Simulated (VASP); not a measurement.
Input of a VASP 6.6.1 run:

File INCAR:

```
SYSTEM = Sn
PREC = Accurate
ENCUT = 520
EDIFF = 1E-7
ISMEAR = -1
SIGMA = 0.1
LREAL = .False.
LASPH = .True.
NELM = 100
ALGO = Normal
ISIF = 2
LWAVE = .False.
LCHARG = .False.
GGA = PS
NBANDS = 21
```

Contents of KPOINTS:

```
Automatic mesh
0
Gamma
  8 8 8
  0 0 0
```

The input POSCAR:

```
Sn
1.0
    0.0000000000      3.1673378875      3.1673378875
    3.1673378875      0.0000000000      3.1673378875
    3.1673378875      3.1673378875      0.0000000000
Sn
2
Direct
    0.0000000000      0.0000000000      0.0000000000
    0.2500000000      0.2500000000      0.2500000000
```

Potentials or basis: VASP PAW PBE potentials, release 64 (Sn_d).

The run is started by

```sh
$ cat potpaw_PBE.64/Sn_d/POTCAR > POTCAR
$ mpirun -np 1 vasp_std > vasp.out
```

Q: What does it give for the pressure?

A: 5.0 GPa.

Q: Estimate the band gap on the k mesh.

A: Zero (filled and empty bands touch).

Caveat: the PAW data sets were made with another functional, which shifts forces and pressure a little; spin-orbit coupling is left out, which moves the levels of the heavy elements.
